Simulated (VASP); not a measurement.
# LuTl2 (P6/mmm) in VASP: notebook

Runs on LuTl2. Level: PBE. Tasks: relaxation of cell and atoms, single point.

All numbers are computed with VASP 6.6.1; they aren't measurements. Logs are shortened: lines on timing, memory, paths and dates and some standing lists are left out, and cuts for length are marked.

## 1. The cell of the first run

It takes space group P6/mmm (No. 191, hexagonal). The conventional cell has a = 5.185 Å, b = 5.185 Å, c = 4.349 Å, α = 90.00°, β = 90.00°, γ = 120.00°. Lu (site symmetry 6/mmm) has 12 Tl at 3.70 Å and 2 Lu at 4.35 Å within 4.9 Å. Tl (site symmetry -6m2) has 3 Tl at 2.99 Å and 6 Lu at 3.70 Å within 3.9 Å.

## 2. Relaxation of cell and atoms, PBE

INCAR

```
PREC = Accurate
ENCUT = 600
EDIFF = 1E-6
ISMEAR = 0
SIGMA = 0.1
LREAL = F
LASPH = T
NELM = 80
ALGO = Normal
ISIF = 3
LWAVE = F
LCHARG = F
GGA = PE
IBRION = 2
NSW = 90
EDIFFG = -0.04
```

KPOINTS

```
regular mesh
0
Gamma
  6 6 4
```

POSCAR

```
LuTl2
1.0
    5.1849608700      0.0000000000      0.0000000000
   -2.5924804400      4.4903078300      0.0000000000
    0.0000000000      0.0000000000      4.3487505100
Lu Tl
1 2
Direct
    0.0000000000      0.0000000000      0.0000000000
    0.3333333300      0.6666666700      0.5000000000
    0.6666666700      0.3333333300      0.5000000000
```

Potentials or basis: VASP PAW PBE potentials, release 64 (Lu, Tl_d).

Command:

```console
$ cat potpaw_PBE.64/Lu/POTCAR potpaw_PBE.64/Tl_d/POTCAR > POTCAR
$ mpirun -np 1 vasp_std > vasp.out
```

OUTCAR:

```text
PREC = Accurate
   ENCUT = 600
   EDIFF = 1E-6
   ISMEAR = 0
   LREAL = F
   LASPH = T
   NELM = 80
   ISIF = 3
   GGA = PE
   IBRION = 2
   NSW = 90
   EDIFFG = -0.04

 ion  position               nearest neighbor table
   1  0.000  0.000  0.000-   2 3.70   3 3.70   2 3.70   3 3.70   3 3.70   3 3.70   2 3.70   2 3.70
                             3 3.70   3 3.70   2 3.70   2 3.70
   2  0.333  0.667  0.500-   3 2.99   3 2.99   3 2.99   1 3.70   1 3.70   1 3.70   1 3.70   1 3.70
                             1 3.70
   3  0.667  0.333  0.500-   2 2.99   2 2.99   2 2.99   1 3.70   1 3.70   1 3.70   1 3.70   1 3.70
                             1 3.70

  LATTYP: Found a hexagonal cell.
 ALAT       =     5.1849608700
 C/A-ratio  =     0.8387238822

  Lattice vectors:

 A1 = (   5.1849608700,   0.0000000000,   0.0000000000)
 A2 = (  -2.5924804400,   4.4903078300,   0.0000000000)
 A3 = (   0.0000000000,   0.0000000000,   4.3487505100)

Analysis of symmetry for initial positions (statically):
=====================================================================
 Subroutine PRICEL returns:
 Original cell was already a primitive cell.

 Routine SETGRP: Setting up the symmetry group for a
 hexagonal supercell.

 Subroutine GETGRP returns: Found 24 space group operations
 (whereof 24 operations were pure point group operations)
 out of a pool of 24 trial point group operations.

The static configuration has the point symmetry D_6h.

Analysis of symmetry for dynamics (positions and initial velocities):
=====================================================================
 Subroutine PRICEL returns:
 Original cell was already a primitive cell.

 Routine SETGRP: Setting up the symmetry group for a
 hexagonal supercell.

 Subroutine GETGRP returns: Found 24 space group operations
 (whereof 24 operations were pure point group operations)
 out of a pool of 24 trial point group operations.

The dynamic configuration has the point symmetry D_6h.

 Subroutine INISYM returns: Found 24 space group operations
 (whereof 24 operations are pure point group operations),
 and found     1 'primitive' translations

----------------------------------------------------------------------------------------

                                     Primitive cell

  volume of cell :     101.2479

  direct lattice vectors                    reciprocal lattice vectors
     5.184960870  0.000000000  0.000000000     0.192865486  0.111350941  0.000000000
    -2.592480440  4.490307830  0.000000000     0.000000000  0.222701881  0.000000000
     0.000000000  0.000000000  4.348750510     0.000000000  0.000000000  0.229951108

  length of vectors
     5.184960870  5.184960872  4.348750510     0.222701881  0.222701881  0.229951108

[... 80 lines left out ...]
   EDIFFG = -.4E-01   stopping-criterion for IOM
   NSW    =     90    number of steps for IOM
   IBRION =      2    ionic relax: 0-MD 1-quasi-New 2-CG
   NFREE  =      1    steps in history (QN), initial steepest desc. (CG)
   ISIF   =      3    stress and relaxation
   ISYM   =      2    0-nonsym 1-usesym 2-fastsym
   POTIM  = 0.5000    time-step for ionic-motion
   TEBEG  =    0.0;   TEEND  =   0.0 temperature during run
   PSTRESS=    0.0 pullay stress
   NELECT =      51.0000    total number of electrons
   NUPDOWN=      -1.0000    fix difference up-down
   EMIN   =  10.00;   EMAX   =-10.00  energy-range for DOS
   EFERMI =   0.00;   METHOD = LEGACY
   ISMEAR =     0;   SIGMA  =   0.10  broadening in eV -4-tet -1-fermi 0-gaus
   EFERMI_NEDOS =   21; number of points for ismear=-14 and -15
   IALGO  =     38    algorithm
   IMIX   =      4    mixing-type and parameters
     AMIX     =   0.40;   BMIX     =  1.00
     AMIX_MAG =   1.60;   BMIX_MAG =  1.00
  volume/ion in A,a.u.               =      33.75       227.75
  Fermi-wavevector in a.u.,A,eV,Ry     =   1.302575  2.461511 23.085040  1.696703
  Thomas-Fermi vector in A             =   2.433634
   LORBIT       =      0    0 simple, 1 ext, 2 COOP (PROOUT), +10 PAW based schemes
   GGA     = PE    functional components
   LHFCALC =     F    Hartree Fock is set to
   AEXX    =    0.0000 exact exchange contribution
   IVDW    =     0    specifies the selected vdW correction
   LEPSILON=     F    determine dielectric tensor
   LRPA    =     F    only Hartree local field effects (RPA)
 conjugate gradient relaxation of ions
 non-spin polarized calculation
 Gauss-broadening in eV      SIGMA  =   0.10
  energy-cutoff  :      600.00
  volume of cell :      101.25
 maximum number of plane-waves:      3431
 NGX is ok and might be reduce to    42
   NGX = 21   NGY = 21   NGZ = 17

--------------------------------------- Ionic step        1  -------------------------------------------

 number of electron      50.9999998 magnetization

 Free energy of the ion-electron system (eV)
  ---------------------------------------------------
  ext. energy  EPLUGINS =         0.00000000
  ---------------------------------------------------
  free energy    TOTEN  =        -8.32211493 eV

  energy without entropy =       -8.30929567  energy(sigma->0) =       -8.31570530

 E-fermi :   4.2700     XC(G=0):  -9.5901

 val. band max:        4.2549762499   @ k =   0.1667  -0.0000   0.5000
 cond. band min:       4.2913079345   @ k =   0.0000   0.0000   0.0000
 fundamental gap:      0.0363316847
 Fermi energy:         4.2700007532

 k-point     1 :       0.0000    0.0000    0.0000
  band No.  band energies     occupation
      1     -53.8116      2.00000
      2     -24.3996      2.00000
      3     -24.3996      2.00000
      4     -24.3687      2.00000
      5      -7.6155      2.00000
      6      -7.4799      2.00000
[... 786 lines left out ...]
  FREE ENERGIE OF THE ION-ELECTRON SYSTEM (eV)
  ---------------------------------------------------
  free  energy   TOTEN  =        -8.8026783391 eV

  energy  without entropy=       -8.7877936638  energy(sigma->0) =       -8.79523600

[... ionic steps 4 to 13 ...]

--------------------------------------- Ionic step       14  -------------------------------------------

 number of electron      50.9999999 magnetization

------------------------ aborting loop because EDIFF is reached ----------------------------------------
[... 69 lines left out ...]
--------------------------------------- Ionic step       16  -------------------------------------------

 number of electron      51.0000015 magnetization

 Free energy of the ion-electron system (eV)
  ---------------------------------------------------
  ext. energy  EPLUGINS =         0.00000000
  ---------------------------------------------------
  free energy    TOTEN  =        -8.99347989 eV

  energy without entropy =       -8.98184854  energy(sigma->0) =       -8.98766421

 E-fermi :   5.7861     XC(G=0): -10.5194

 val. band max:        5.7334892188   @ k =   0.3333   0.1667   0.0000
 cond. band min:       5.8062828448   @ k =   0.1667  -0.0000   0.5000
 fundamental gap:      0.0727936260
 Fermi energy:         5.7860671669

 k-point     1 :       0.0000    0.0000    0.0000
  band No.  band energies     occupation
      1     -51.4758      2.00000
      2     -22.1878      2.00000
      3     -22.1878      2.00000
      4     -21.6991      2.00000
      5      -6.4758      2.00000
      6      -6.2574      2.00000
[... 712 lines left out ...]
  FREE ENERGIE OF THE ION-ELECTRON SYSTEM (eV)
  ---------------------------------------------------
  free  energy   TOTEN  =        -8.9934798874 eV

  energy  without entropy=       -8.9818485379  energy(sigma->0) =       -8.98766421

 reached required accuracy - stopping structural energy minimisation
```

OSZICAR:

```text
N       E                     dE             d eps       ncg     rms          rms(c)
DAV:   1     0.391565770959E+03    0.39157E+03   -0.24937E+04  1732   0.509E+03
DAV:   2     0.241603721490E+02   -0.36741E+03   -0.35568E+03  1492   0.669E+02
DAV:   3    -0.707714927307E+01   -0.31238E+02   -0.30770E+02  1358   0.130E+02
[... 190 lines left out ...]
DAV:   5    -0.898223449413E+01   -0.23391E-01   -0.35931E-02  2196   0.991E-01    0.466E-01
DAV:   6    -0.899312286748E+01   -0.10888E-01   -0.14396E-02  2072   0.856E-01    0.619E-02
DAV:   7    -0.899347078347E+01   -0.34792E-03   -0.35349E-03  2086   0.273E-01    0.409E-02
DAV:   8    -0.899347983573E+01   -0.90523E-05   -0.14160E-04  1560   0.582E-02    0.674E-03
DAV:   9    -0.899347988745E+01   -0.51721E-07   -0.52166E-06  1476   0.169E-02
  16 F= -.89934799E+01 E0= -.89876642E+01  d E =-.142210E-01
```

It took 15 min on 1 thread of Intel Xeon Platinum 8488C (Sapphire Rapids), shared host; peak memory 0.3 GiB.

What came out:

| Property | Result |
| --- | --- |
| Free energy | -8.9935 eV |
| Relaxed volume | 27.83 Å³/atom |
| Relaxed cell | a = 5.542 Å, b = 5.542 Å, c = 3.139 Å, α = 90.00°, β = 90.00°, γ = 120.00° |
| Space group after relaxing (to 0.05 Å) | P6/mmm (No. 191) |
| Energy gained by relaxing | 223.8 meV/atom |
| Ionic steps | 16 |
| Pressure after relaxing | 0.0 GPa |

Stress tensor (GPa, compression positive):
```
-0.02  0.00  0.00
 0.00 -0.02  0.00
 0.00  0.00 -0.10
```

Step by step:
```csv
step,energy change (eV),largest force (eV/Å),pressure (GPa),volume (Å³)
1,0.0000,0.0000,-4.26,101.25
2,-0.3818,0.0000,-1.82,88.56
3,-0.4806,0.0000,1.52,80.98
4,-0.5770,0.0000,0.91,81.31
5,-0.6208,0.0000,0.83,81.37
6,-0.6452,0.0000,1.51,80.86
7,1.3956,0.0000,11.87,77.03
8,-0.6465,0.0000,1.45,80.82
9,-0.3433,0.0000,4.27,79.40
10,-0.6509,0.0000,1.46,80.75
11,-0.6122,0.0000,2.28,80.17
12,-0.6569,0.0000,1.65,80.62
13,-0.6554,0.0000,1.70,80.50
14,-0.6571,0.0000,1.62,80.56
15,-0.6583,0.0000,-1.35,86.48
16,-0.6714,0.0000,-0.04,83.50
```

Final structure:
```
Lu Tl
1.0
     5.54244    0.00000    0.00000
    -2.77122    4.79989    0.00000
     0.00000    0.00000    3.13861
Lu Tl
1 2
Direct
  0.00000 0.00000 0.00000
  0.33333 0.66667 0.50000
  0.66667 0.33333 0.50000
```

Levels at points of the mesh, in eV from the Fermi level:
```tsv
k point	band 22	band 23	band 24	band 25	band 26	band 27	band 28	band 29	band 30
(0.00, 0.00, 0.00)	-5.86	-4.73	-2.33	-2.33	-1.64	0.73	0.73	2.86	4.95
(0.50, 0.00, 0.00)	-5.91	-5.86	-3.25	-2.54	0.03	0.68	2.90	3.63	3.96
(0.00, 0.00, 0.50)	-5.88	-3.89	-1.59	-0.44	-0.44	0.85	1.44	1.44	1.91
(0.50, 0.00, 0.50)	-5.50	-4.13	-2.18	-1.76	-1.67	1.10	1.23	1.65	2.40
```

Caveat: the k points lie up to 0.50 Å⁻¹ apart in the final cell; the volume moved by over 15 % at a fixed basis, so the end points are rough; spin-orbit coupling is left out, which moves the levels of the heavy elements.

## 3. Relaxation of cell and atoms, PBE

This run uses another cell than the first one, of 27.86 Å³/atom, 0.826 times its volume.

INCAR

```
SYSTEM = LuTl2
PREC = Accurate
ENCUT = 600
EDIFF = 1E-6
ISMEAR = 0
SIGMA = 0.1
LREAL = .FALSE.
LASPH = .TRUE.
NELM = 100
ALGO = Fast
ISIF = 3
LWAVE = .FALSE.
LCHARG = .FALSE.
GGA = PE
IBRION = 2
NSW = 90
EDIFFG = -0.04
```

KPOINTS

```
Automatic mesh
0
G
  6 6 6
  0 0 0
```

POSCAR

```
LuTl2
1.0
    5.4451641246      0.0000000000      0.0000000000
   -2.7225820623      4.7156504597      0.0000000000
    0.0000000000      0.0000000000      3.2553464859
Lu Tl
1 2
Direct
    0.0000000000      0.0000000000      0.0000000000
    0.3333333333      0.6666666667      0.5000000000
    0.6666666667      0.3333333333      0.5000000000
```

Potentials or basis: VASP PAW PBE potentials, release 64 (Lu, Tl_d).

Command:

```console
$ cat potpaw_PBE.64/Lu/POTCAR potpaw_PBE.64/Tl_d/POTCAR > POTCAR
$ mpirun -np 1 vasp_std > vasp.out
```

It took 12 min on 1 thread of Intel Xeon Platinum 8488C (Sapphire Rapids), shared host; peak memory 0.32 GiB.

Results (log left out):

- Free energy: -9.1009 eV
- Relaxed volume: 27.22 Å³/atom
- Relaxed cell: a = 5.281 Å, b = 5.281 Å, c = 3.381 Å, α = 90.00°, β = 90.00°, γ = 120.00°
- Space group after relaxing (to 0.05 Å): P6/mmm (No. 191)
- Energy gained by relaxing: 29.2 meV/atom
- Ionic steps: 5
- Pressure after relaxing: 0.0 GPa

Stress tensor (GPa, compression positive):
```
 0.05  0.00  0.00
 0.00  0.05  0.00
 0.00  0.00 -0.18
```

The path:
| step | energy change (eV) | largest force (eV/Å) | pressure (GPa) | volume (Å³) |
| --- | --- | --- | --- | --- |
| 1 | 0.0000 | 0.0000 | -0.22 | 83.59 |
| 2 | -0.0841 | 0.0000 | -0.62 | 83.03 |
| 3 | -0.0859 | 0.0000 | -0.87 | 82.93 |
| 4 | -0.0859 | 0.0000 | -0.58 | 82.91 |
| 5 | -0.0877 | 0.0000 | -0.03 | 81.67 |

Final structure:
```yaml
crystal:
  lattice:
    - [5.28137, 0.00000, 0.00000]
    - [-2.64069, 4.57380, 0.00000]
    - [0.00000, 0.00000, 3.38090]
  atoms:
    - { symbol: Lu, position: [0.00000, 0.00000, 0.00000] }
    - { symbol: Tl, position: [0.33333, 0.66667, 0.50000] }
    - { symbol: Tl, position: [0.66667, 0.33333, 0.50000] }
```

Levels at points of the mesh, in eV from the Fermi level:
| k point | band 24 | band 25 | band 26 | band 27 | band 28 | band 29 |
| --- | --- | --- | --- | --- | --- | --- |
| (0.00, 0.00, 0.00) | -1.88 | -1.88 | -0.83 | 1.57 | 1.57 | 3.81 |
| (0.50, 0.00, 0.00) | -2.53 | -2.13 | 0.79 | 1.31 | 3.04 | 3.57 |
| (0.00, 0.00, 0.50) | -1.29 | 0.05 | 0.05 | 1.36 | 1.36 | 1.75 |
| (0.50, 0.00, 0.50) | -1.98 | -1.68 | -1.64 | 1.17 | 1.49 | 2.55 |

Caveat: spin-orbit coupling is left out, which moves the levels of the heavy elements.

## 4. Single point, PBE

This run uses another cell than the first one, of 27.30 Å³/atom, 0.809 times its volume.

INCAR

```
SYSTEM = LuTl2
PREC = Accurate
ENCUT = 520
EDIFF = 1E-6
ISMEAR = 0
SIGMA = 0.1
LREAL = .FALSE.
LASPH = .TRUE.
NELM = 100
ALGO = Fast
ISIF = 2
LWAVE = .FALSE.
LCHARG = .FALSE.
GGA = PE
NBANDS = 32
```

KPOINTS

```
Automatic mesh
0
G
  12 12 14
  0 0 0
```

POSCAR

```
LuTl2
1.0
    5.3041058717      0.0000000000      0.0000000000
   -2.6520529358      4.5934904292      0.0000000000
    0.0000000000      0.0000000000      3.3616618595
Lu Tl
1 2
Direct
    0.0000000000      0.0000000000      0.0000000000
    0.3333333333      0.6666666667      0.5000000000
    0.6666666667      0.3333333333      0.5000000000
```

Command:

```console
$ cat potpaw_PBE.64/Lu/POTCAR potpaw_PBE.64/Tl_d/POTCAR > POTCAR
$ mpirun -np 1 vasp_std > vasp.out
```

It took 12 min on 1 thread of Intel Xeon Platinum 8488C (Sapphire Rapids), shared host; peak memory 0.5 GiB.

Results (log left out):

```
Free energy : -9.0793 eV
Pressure    : -0.4 GPa
```

Levels at points of the mesh, in eV from the Fermi level:
| k point | band 24 | band 25 | band 26 | band 27 | band 28 | band 29 |
| --- | --- | --- | --- | --- | --- | --- |
| (0.00, 0.00, 0.00) | -2.00 | -2.00 | -0.99 | 1.41 | 1.41 | 3.35 |
| (0.50, 0.00, 0.00) | -2.68 | -2.25 | 0.64 | 1.16 | 3.02 | 3.43 |
| (0.00, 0.00, 0.50) | -1.42 | -0.08 | -0.08 | 1.28 | 1.28 | 1.59 |
| (0.50, 0.00, 0.50) | -2.08 | -1.77 | -1.73 | 1.04 | 1.32 | 2.40 |

Caveat: spin-orbit coupling is left out, which moves the levels of the heavy elements.

## 5. Overview

```tsv
task	cell	k mesh	cutoff (eV)	gap on the mesh (eV)	pressure (GPa)	relaxed volume (Å³/atom)
relaxation of cell and atoms	relaxed from a = 5.185, b = 5.185, c = 4.349 Å, angles 90.0, 90.0, 120.0°, 3 atoms	6 × 6 × 4	600	none	0.0	27.83
relaxation of cell and atoms	relaxed from a = 5.445, b = 5.445, c = 3.255 Å, angles 90.0, 90.0, 120.0°, 3 atoms	6 × 6 × 6	600	none	0.0	27.22
single point	a = 5.304, b = 5.304, c = 3.362 Å, angles 90.0, 90.0, 120.0°, 3 atoms	12 × 12 × 14	520	none	-0.4	-
```

Alike in all rows: level PBE; potentials or basis VASP PAW PBE potentials, release 64 (Lu, Tl_d); no spin polarisation; smearing gaussian 0.1 eV.

Caveats: some runs use coarse meshes; spin-orbit coupling is left out, which moves the levels of the heavy elements; the volume moved by over 15 % at a fixed basis, so the end points are rough (some runs).

Total energies depend on the potentials used, so only differences within one code and one set of settings carry meaning.
